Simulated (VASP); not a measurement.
# KZnI3 (P4mm) in VASP: relaxation of cell and atoms with PBE

Aim: the relaxation of cell and atoms of KZnI3 with PBE.

Everything below comes from runs of VASP 6.6.1. Logs are shortened: lines on timing, memory, paths and dates and some standing lists are left out, and cuts for length are marked.

## 1. The cell of the first run

Symmetry: P4mm, No. 99, tetragonal system. The conventional cell has a = 5.498 Å, b = 5.498 Å, c = 7.129 Å, α = 90.00°, β = 90.00°, γ = 90.00°. K (site symmetry 4mm) has 8 I at 3.70 to 4.00 Å and 4 Zn at 4.22 Å within 4.9 Å. Zn (site symmetry 4mm) has 5 I at 2.60 to 2.87 Å within 3.4 Å. I (site symmetry 4mm) has 1 Zn at 2.60 Å within 3.4 Å. I (site symmetry 2mm) has 2 Zn at 2.87 Å and 2 K at 3.70 Å and 4 I at 3.89 Å within 3.9 Å.

The cell was built from a structure type or drawn by symmetry, and may not be a known phase.

## 2. Relaxation of cell and atoms, PBE

File INCAR:

```
PREC = Accurate ; ENCUT = 600
EDIFF = 1E-7 ; ISMEAR = 0
SIGMA = 0.1 ; LREAL = F
LASPH = T ; NELM = 80
ALGO = Normal ; ISIF = 3
LWAVE = F ; LCHARG = F
GGA = PE ; IBRION = 2
NSW = 100 ; EDIFFG = -0.01
```

File KPOINTS:

```
regular mesh
0
Gamma
  6 6 6
```

File POSCAR:

```
KZnI3
1.0
    5.4984088920      0.0000000000      0.0000000000
    0.0000000000      5.4984088920      0.0000000000
    0.0000000000      0.0000000000      7.1290190594
K Zn I
1 1 3
Direct
    0.0000000000      0.0000000000     -0.0733725923
    0.5000000000      0.5000000000      0.6962370893
    0.5000000000      0.5000000000      0.0604891755
    0.0000000000      0.5000000000      0.5792731788
    0.5000000000      0.0000000000      0.5792731788
```

Potentials or basis: VASP PAW PBE potentials, release 64 (K_sv, Zn, I).

On the command line:

```bash
$ cat potpaw_PBE.64/K_sv/POTCAR potpaw_PBE.64/Zn/POTCAR potpaw_PBE.64/I/POTCAR > POTCAR
$ mpirun -np 1 vasp_std > vasp.out
```

OUTCAR:

```text
PREC = Accurate
   ENCUT = 600
   EDIFF = 1E-7
   ISMEAR = 0
   LREAL = F
   LASPH = T
   NELM = 80
   ISIF = 3
   GGA = PE
   IBRION = 2
   NSW = 100
   EDIFFG = -0.01

 ion  position               nearest neighbor table
   1  0.000  0.000  0.927-
   2  0.500  0.500  0.696-   3 2.60   4 2.87   5 2.87   5 2.87   4 2.87
   3  0.500  0.500  0.060-   2 2.60
   4  0.000  0.500  0.579-   2 2.87   2 2.87
   5  0.500  0.000  0.579-   2 2.87   2 2.87

  LATTYP: Found a simple tetragonal cell.
 ALAT       =     5.4984088920
 C/A-ratio  =     1.2965603685

  Lattice vectors:

 A1 = (   5.4984088920,   0.0000000000,   0.0000000000)
 A2 = (   0.0000000000,   5.4984088920,   0.0000000000)
 A3 = (   0.0000000000,   0.0000000000,   7.1290190594)

Analysis of symmetry for initial positions (statically):
=====================================================================
 Subroutine PRICEL returns:
 Original cell was already a primitive cell.

 Routine SETGRP: Setting up the symmetry group for a
 simple tetragonal supercell.

 Subroutine GETGRP returns: Found  8 space group operations
 (whereof  8 operations were pure point group operations)
 out of a pool of 16 trial point group operations.

The static configuration has the point symmetry C_4v.

Analysis of symmetry for dynamics (positions and initial velocities):
=====================================================================
 Subroutine PRICEL returns:
 Original cell was already a primitive cell.

 Routine SETGRP: Setting up the symmetry group for a
 simple tetragonal supercell.

 Subroutine GETGRP returns: Found  8 space group operations
 (whereof  8 operations were pure point group operations)
 out of a pool of 16 trial point group operations.

The dynamic configuration has the point symmetry C_4v.

 Subroutine INISYM returns: Found  8 space group operations
 (whereof  8 operations are pure point group operations),
 and found     1 'primitive' translations

----------------------------------------------------------------------------------------

                                     Primitive cell

  volume of cell :     215.5281

  direct lattice vectors                    reciprocal lattice vectors
     5.498408892  0.000000000  0.000000000     0.181870796  0.000000000  0.000000000
     0.000000000  5.498408892  0.000000000     0.000000000  0.181870796  0.000000000
     0.000000000  0.000000000  7.129019059     0.000000000  0.000000000  0.140271753

  length of vectors
     5.498408892  5.498408892  7.129019059     0.181870796  0.181870796  0.140271753

  position of ions in fractional coordinates (direct lattice)
     0.000000000  0.000000000  0.926627408
     0.500000000  0.500000000  0.696237089
     0.500000000  0.500000000  0.060489176
     0.000000000  0.500000000  0.579273179
     0.500000000  0.000000000  0.579273179

  ion indices of the primitive-cell ions
   primitive index   ion index
                 1           1
                 2           2
                 3           3
                 4           4
                 5           5

----------------------------------------------------------------------------------------

 KPOINTS: regular mesh

Automatic generation of k-mesh.
 Grid dimensions read from file:
 generate k-points for:    6    6    6

 Generating k-lattice:

  Cartesian coordinates                     Fractional coordinates (reciprocal lattice)
     0.030311799  0.000000000  0.000000000     0.166666667  0.000000000  0.000000000
     0.000000000  0.030311799  0.000000000     0.000000000  0.166666667  0.000000000
[... 66 lines left out ...]
   POTIM  = 0.5000    time-step for ionic-motion
   TEBEG  =    0.0;   TEEND  =   0.0 temperature during run
   PSTRESS=    0.0 pullay stress
   NELECT =      42.0000    total number of electrons
   NUPDOWN=      -1.0000    fix difference up-down
   EMIN   =  10.00;   EMAX   =-10.00  energy-range for DOS
   EFERMI =   0.00;   METHOD = LEGACY
   ISMEAR =     0;   SIGMA  =   0.10  broadening in eV -4-tet -1-fermi 0-gaus
   EFERMI_NEDOS =   21; number of points for ismear=-14 and -15
   IALGO  =     38    algorithm
   IMIX   =      4    mixing-type and parameters
     AMIX     =   0.40;   BMIX     =  1.00
     AMIX_MAG =   1.60;   BMIX_MAG =  1.00
  volume/ion in A,a.u.               =      43.11       290.89
  Fermi-wavevector in a.u.,A,eV,Ry     =   0.949125  1.793586 12.256643  0.900838
  Thomas-Fermi vector in A             =   2.077378
   LORBIT       =      0    0 simple, 1 ext, 2 COOP (PROOUT), +10 PAW based schemes
   GGA     = PE    functional components
   LHFCALC =     F    Hartree Fock is set to
   AEXX    =    0.0000 exact exchange contribution
   IVDW    =     0    specifies the selected vdW correction
   LEPSILON=     F    determine dielectric tensor
   LRPA    =     F    only Hartree local field effects (RPA)
 conjugate gradient relaxation of ions
 non-spin polarized calculation
 Gauss-broadening in eV      SIGMA  =   0.10
  energy-cutoff  :      600.00
  volume of cell :      215.53
 maximum number of plane-waves:      7228
 NGX is ok and might be reduce to    48
   NGX = 21   NGY = 21   NGZ = 29

--------------------------------------- Ionic step        1  -------------------------------------------

 number of electron      41.9999993 magnetization

 Free energy of the ion-electron system (eV)
  ---------------------------------------------------
  ext. energy  EPLUGINS =         0.00000000
  ---------------------------------------------------
  free energy    TOTEN  =       -10.81544218 eV

  energy without entropy =      -10.81345540  energy(sigma->0) =      -10.81444879

------------------------ aborting loop because EDIFF is reached ----------------------------------------

  FORCE on cell =-STRESS in cart. coord.  units (eV):
  Direction    XX          YY          ZZ          XY          YZ          ZX
  --------------------------------------------------------------------------------------
  -------------------------------------------------------------------------------------
  Total        0.0224203      0.0224203      0.0427980      0.0000000     -0.0000000      0.0000000
  in kB        0.1666662      0.1666662      0.3181490      0.0000000     -0.0000000      0.0000000
  external PRESSURE =       0.2171604 kB  Pullay stress =       0.0000000 kB

 VOLUME and BASIS-vectors are now :
 -----------------------------------------------------------------------------
  energy-cutoff  :      600.00
  volume of cell :      215.53
      direct lattice vectors                 reciprocal lattice vectors
     5.498408892  0.000000000  0.000000000     0.181870796  0.000000000  0.000000000
     0.000000000  5.498408892  0.000000000     0.000000000  0.181870796  0.000000000
     0.000000000  0.000000000  7.129019059     0.000000000  0.000000000  0.140271753

 POSITION                                       TOTAL-FORCE (eV/Angst)
 -----------------------------------------------------------------------------------
      0.00000      0.00000      6.60594         0.000000      0.000000      0.005236
      2.74920      2.74920      4.96349         0.000000      0.000000     -0.009682
      2.74920      2.74920      0.43123         0.000000      0.000000      0.011735
      0.00000      2.74920      4.12965         0.000000     -0.000000     -0.003644
      2.74920      0.00000      4.12965         0.000000      0.000000     -0.003644
 -----------------------------------------------------------------------------------
    total drift:                                0.000000     -0.000000      0.000185

  FREE ENERGIE OF THE ION-ELECTRON SYSTEM (eV)
  ---------------------------------------------------
  free  energy   TOTEN  =       -10.8154421846 eV

  energy  without entropy=      -10.8134554049  energy(sigma->0) =      -10.81444879

--------------------------------------- Ionic step        2  -------------------------------------------

 number of electron      41.9999993 magnetization

 Free energy of the ion-electron system (eV)
  ---------------------------------------------------
  ext. energy  EPLUGINS =         0.00000000
  ---------------------------------------------------
  free energy    TOTEN  =       -10.81546249 eV

  energy without entropy =      -10.81347449  energy(sigma->0) =      -10.81446849

 E-fermi :   1.0893     XC(G=0):  -7.2784

 val. band max:        1.0774141792   @ k =   0.0000   0.0000   0.1667
 cond. band min:       1.3486487633   @ k =   0.0000   0.0000   0.3333
 fundamental gap:      0.2712345840
 Fermi energy:         1.0892643291

 k-point     1 :       0.0000    0.0000    0.0000
  band No.  band energies     occupation
      1     -29.1054      2.00000
      2     -12.5989      2.00000
      3     -12.5797      2.00000
      4     -12.5797      2.00000
      5     -11.3466      2.00000
      6     -10.8543      2.00000
[... 661 lines left out ...]
     24       5.9811      0.00000
     25       6.0572      0.00000

 [... further k-points ...]

------------------------ aborting loop because EDIFF is reached ----------------------------------------

  FORCE on cell =-STRESS in cart. coord.  units (eV):
  Direction    XX          YY          ZZ          XY          YZ          ZX
  --------------------------------------------------------------------------------------
  -------------------------------------------------------------------------------------
  Total        0.0009527      0.0009527      0.0020896      0.0000000     -0.0000000      0.0000000
  in kB        0.0070762      0.0070762      0.0155206      0.0000000     -0.0000000      0.0000000
  external PRESSURE =       0.0098910 kB  Pullay stress =       0.0000000 kB

 VOLUME and BASIS-vectors are now :
 -----------------------------------------------------------------------------
  energy-cutoff  :      600.00
  volume of cell :      215.71
      direct lattice vectors                 reciprocal lattice vectors
     5.499598322  0.000000000  0.000000000     0.181831461  0.000000000  0.000000000
     0.000000000  5.499598322 -0.000000000     0.000000000  0.181831461  0.000000000
     0.000000000 -0.000000000  7.131962903     0.000000000  0.000000000  0.140213853

 POSITION                                       TOTAL-FORCE (eV/Angst)
 -----------------------------------------------------------------------------------
      0.00000     -0.00000      6.60893         0.000000     -0.000000      0.004398
      2.74980      2.74980      4.96507        -0.000000      0.000000     -0.001281
      2.74980      2.74980      0.43197         0.000000      0.000000     -0.000562
      0.00000      2.74980      4.13118         0.000000      0.000000     -0.001277
      2.74980     -0.00000      4.13118         0.000000      0.000000     -0.001277
 -----------------------------------------------------------------------------------
    total drift:                                0.000000      0.000000      0.000395

  FREE ENERGIE OF THE ION-ELECTRON SYSTEM (eV)
  ---------------------------------------------------
  free  energy   TOTEN  =       -10.8154624937 eV

  energy  without entropy=      -10.8134744908  energy(sigma->0) =      -10.81446849

 reached required accuracy - stopping structural energy minimisation
```

Run time: 11 min. Hardware: 1 thread of Oxide Virtual Turin-like, shared host; peak memory 0.54 GiB.

What came out:

```yaml
Free_energy: -10.8155 eV
Relaxed_volume: 43.14 Å³/atom
Relaxed_cell: a = 5.500 Å, b = 5.500 Å, c = 7.132 Å, α = 90.00°, β = 90.00°, γ = 90.00°
Space_group_after_relaxing_to_0.1_Å: P4mm (No. 99)
Energy_gained_by_relaxing: 0.0 meV/atom
Ionic_steps: 2
Pressure_after_relaxing: 0.0 GPa
Largest_force_after_relaxing: 0.004 eV/Å
Band_gap_on_the_k_mesh: zero (bands 21 and 22 overlap by 0.16 eV)
```

Forces on the atoms (eV/Å):
```
K    0.000  0.000  0.004
Zn   0.000  0.000 -0.001
I    0.000  0.000 -0.001
I    0.000  0.000 -0.001
I    0.000  0.000 -0.001
```

Final structure:
```
K Zn I
1.0
     5.49960    0.00000    0.00000
     0.00000    5.49960    0.00000
     0.00000    0.00000    7.13196
K Zn I
1 1 3
Direct
  0.00000 0.00000 0.92666
  0.50000 0.50000 0.69617
  0.50000 0.50000 0.06057
  0.00000 0.50000 0.57925
  0.50000 0.00000 0.57925
```

Caveat: spin-orbit coupling is left out, which moves the levels of the heavy elements.
